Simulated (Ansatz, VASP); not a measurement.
# Two plane-wave programs on Zn23PbO24

```
Pb Zn O
1.0
     6.47470    0.00000    0.00000
    -4.85603    8.41088    0.00000
     0.00000    0.00000   10.44412
Pb Zn O
1 23 24
Direct
  0.33333 0.11111 0.25030
  0.33333 0.11111 0.75030
  0.33333 0.44444 0.25030
  0.33333 0.44444 0.75030
  0.33333 0.77778 0.25030
  0.33333 0.77778 0.75030
  0.83333 0.11111 0.25030
  0.83333 0.11111 0.75030
  0.83333 0.44444 0.25030
  0.83333 0.44444 0.75030
  0.83333 0.77778 0.25030
  0.83333 0.77778 0.75030
  0.16667 0.22222 0.00030
  0.16667 0.22222 0.50030
  0.16667 0.55556 0.00030
  0.16667 0.55556 0.50030
  0.16667 0.88889 0.00030
  0.16667 0.88889 0.50030
  0.66667 0.22222 0.00030
  0.66667 0.22222 0.50030
  0.66667 0.55556 0.00030
  0.66667 0.55556 0.50030
  0.66667 0.88889 0.00030
  0.66667 0.88889 0.50030
  0.33333 0.11111 0.43986
  0.33333 0.11111 0.93986
  0.33333 0.44444 0.43986
  0.33333 0.44444 0.93986
  0.33333 0.77778 0.43986
  0.33333 0.77778 0.93986
  0.83333 0.11111 0.43986
  0.83333 0.11111 0.93986
  0.83333 0.44444 0.43986
  0.83333 0.44444 0.93986
  0.83333 0.77778 0.43986
  0.83333 0.77778 0.93986
  0.16667 0.22222 0.18986
  0.16667 0.22222 0.68986
  0.16667 0.55556 0.18986
  0.16667 0.55556 0.68986
  0.16667 0.88889 0.18986
  0.16667 0.88889 0.68986
  0.66667 0.22222 0.18986
  0.66667 0.22222 0.68986
  0.66667 0.55556 0.18986
  0.66667 0.55556 0.68986
  0.66667 0.88889 0.18986
  0.66667 0.88889 0.68986
```

Alike in both runs: task electric field gradients; functional PBE; k mesh 3 × 2 × 2; occupations fermi-dirac, width 0.01 eV; no spin polarisation.

```csv
,VASP,Ansatz
version,VASP 6.6.1,Ansatz 0.2.0
potentials or method,"VASP PAW PBE potentials, release 64 (Pb_d, Zn, O)","plane-wave PAW, scalar-relativistic"
plane-wave cutoff (eV),520,420
valence electrons in the cell,434,434
```

Ansatz gave:

| Property | Result |
| --- | --- |
| pressure (GPa) | 11.0 |
| traceless stress, the component that is largest in VASP (GPa) | 0.14 |
| rms of the force components (eV/Å) | 0.731 |
| size of Vzz on the site where it differs most (V/Å²) | 15.0 |

Problem. Estimate VASP's values.

Solution. Pressure (GPa): 12.0; traceless stress, the component that is largest in VASP (GPa): 0.12; rms of the force components (eV/Å): 0.728; size of Vzz on the site where it differs most (V/Å²): 12.5.

Atom by atom the forces differ by 0.004 eV/Å (rms over components).

Spin-orbit coupling is off throughout.
